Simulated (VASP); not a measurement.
Write the native input for VASP 6.6.1 that does the following.

| Property | Result |
| --- | --- |
| Task | single point |
| Functional | PBE |
| Dispersion | D3(BJ) |
| Potentials or basis | VASP PAW PBE potentials, release 64 (B, N) |
| Cutoff | 520 eV |
| k mesh | 3 × 3 × 1 |
| Occupations | gaussian, width 0.05 eV |
| Spin | no spin polarisation |
| Dipole correction | yes |
| Further INCAR settings | LREAL = Auto; ALGO = Normal; EDIFF = 1e-06; NBANDS = 96 |

The structure of BN lies in POSCAR:

```
BN
1.0
    7.5193143265      0.0000000000      0.0000000000
   -3.7596571633      6.5119172258      0.0000000000
    0.0000000000      0.0000000000     22.5912245264
B N
18 18
Direct
    0.2222222222      0.1111111111      0.3541198040
    0.2222222222      0.4444444444      0.3541198040
    0.2222222222      0.7777777778      0.3541198040
    0.5555555556      0.1111111111      0.3541198040
    0.5555555556      0.4444444445      0.3541198040
    0.5555555556      0.7777777778      0.3541198040
    0.8888888889      0.1111111111      0.3541198040
    0.8888888889      0.4444444444      0.3541198040
    0.8888888889      0.7777777778      0.3541198040
    0.1131176147      0.2232254740      0.5025336329
    0.1121451222      0.5561316960      0.5025414484
    0.1121451222      0.8893467596      0.5025414484
    0.4454869185      0.2228393983      0.5024284140
    0.4454869185      0.5559808535      0.5024284140
    0.4453372247      0.8893352790      0.5025585159
    0.7782760639      0.2232129080      0.5026133393
    0.7786435477      0.5559884405      0.5024447190
    0.7782760639      0.8883964893      0.5026133393
    0.1111111111      0.2222222222      0.3541198040
    0.1111111111      0.5555555556      0.3541198040
    0.1111111111      0.8888888889      0.3541198040
    0.4444444444      0.2222222222      0.3541198040
    0.4444444444      0.5555555556      0.3541198040
    0.4444444444      0.8888888889      0.3541198040
    0.7777777778      0.2222222222      0.3541198040
    0.7777777778      0.5555555556      0.3541198040
    0.7777777778      0.8888888889      0.3541198040
    0.2232419049      0.1116231303      0.5023129565
    0.2232419049      0.4449521080      0.5023129565
    0.2232034759      0.7782684046      0.5025686542
    0.5565355518      0.1116250364      0.5023786181
    0.5565478579      0.4449405956      0.5024003193
    0.5565355518      0.7782438487      0.5023786181
    0.8898870614      0.1116101974      0.5039651582
    0.8898553710      0.4449471178      0.5023625575
    0.8898553710      0.7782415865      0.5023625575
```

These files were run (other wordings do the same):

INCAR

```
PREC = Accurate ; ENCUT = 520
EDIFF = 1E-6 ; ISMEAR = 0
SIGMA = 0.05 ; LREAL = Auto
LASPH = True ; NELM = 100
ALGO = Normal ; ISIF = 2
LWAVE = False ; LCHARG = False
LDIPOL = True ; IDIPOL = 3
DIPOL = 0.5 0.5 0.428 ; GGA = PE
IVDW = 12 ; NBANDS = 96
```

KPOINTS

```
Automatic mesh
0
Gamma
  3 3 1
```

Potentials or basis: VASP PAW PBE potentials, release 64 (B, N).

Command:

```sh
$ cat potpaw_PBE.64/B/POTCAR potpaw_PBE.64/N/POTCAR > POTCAR
$ mpirun -np 1 vasp_std > vasp.out
```

It gave:

```
Largest force              : 0.413 eV/Å
Band gap on the k mesh     : 4.56 eV
Dispersion energy per atom : -0.106 eV
```

Run time: 33 min on 1 thread of Oxide Virtual Turin-like Processor, with other jobs on the host, peak memory 1.1 GiB.
